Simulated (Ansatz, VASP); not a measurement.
# One calculation of Rb, two programs

The input INCAR:

```
SYSTEM = Rb
PREC = Accurate
ENCUT = 500
EDIFF = 1E-6
ISMEAR = -1
SIGMA = 0.05
LREAL = .FALSE.
LASPH = .TRUE.
NELM = 120
ALGO = Normal
ISIF = 2
LWAVE = .FALSE.
LCHARG = .FALSE.
GGA = PE
NBANDS = 10
GGA_COMPAT = .FALSE.
```

KPOINTS

```
regular mesh
0
G
  6 6 6
  0 0 0
```

Contents of POSCAR:

```
Rb
1.0
   -2.8025000000      2.8025000000      2.9146000000
    2.8025000000     -2.8025000000      2.9146000000
    2.8025000000      2.8025000000     -2.9146000000
Rb
1
Direct
    0.0000000000      0.0000000000      0.0000000000
```

File input.yaml:

```yaml
crystal:
  lattice:
    - [-2.8025, 2.8025, 2.9146]
    - [2.8025, -2.8025, 2.9146]
    - [2.8025, 2.8025, -2.9146]
  atoms:
    - { symbol: Rb, position: [0.0, 0.0, 0.0] }
hamiltonian:
  xc: pbe
  pseudopotentials: { kind: paw }
kpoints:
  mp_grid: { grid: [6, 6, 6] }
  band_path:
    path:
      - [[0.0, 0.0, 0.0], [0.0, 0.0, 0.5], [-0.4622781065, 0.4622781065, 0.5], [-0.4811390533, 0.4811390533, 0.4811390533], [0.0, 0.0, 0.0], [0.5, 0.5, -0.5], [0.4811390533, 0.5188609467, -0.4811390533], [0.0, 0.5, 0.0], [0.25, 0.25, 0.25], [0.5, 0.5, -0.4622781065], [0.5, 0.5, -0.5]]
      - [[0.0, 0.0, 0.5], [0.25, 0.25, 0.25]]
    npoints: 14
scf:
  occupations: { method: fermi_dirac, width: 0.05 }
  n_extra_bands: 6
output:
  forces: true
  stress: true
  eigenvalues: true
  fatbands: false
```

Alike in both runs: functional PBE; k mesh 6 × 6 × 6; occupations fermi-dirac, width 0.05 eV; no spin polarisation.

|  | VASP | Ansatz |
| --- | --- | --- |
| version | VASP 6.6.1 | Ansatz 0.2.0 |
| potentials or method | VASP PAW PBE potentials, release 64 (Rb_sv) | Ansatz PAW |
| plane-wave cutoff (eV) | 500 | 420 |
| valence electrons in the cell | 9 | 9 |
| task | single point | band structure |

```csv
,VASP,Ansatz,Ansatz less VASP
gap on the k mesh at the Fermi level (eV),none,none,-
pressure (GPa),0.0,0.0,0.00
```

A gap of «none» marks a metal or a gap that the smearing closes.
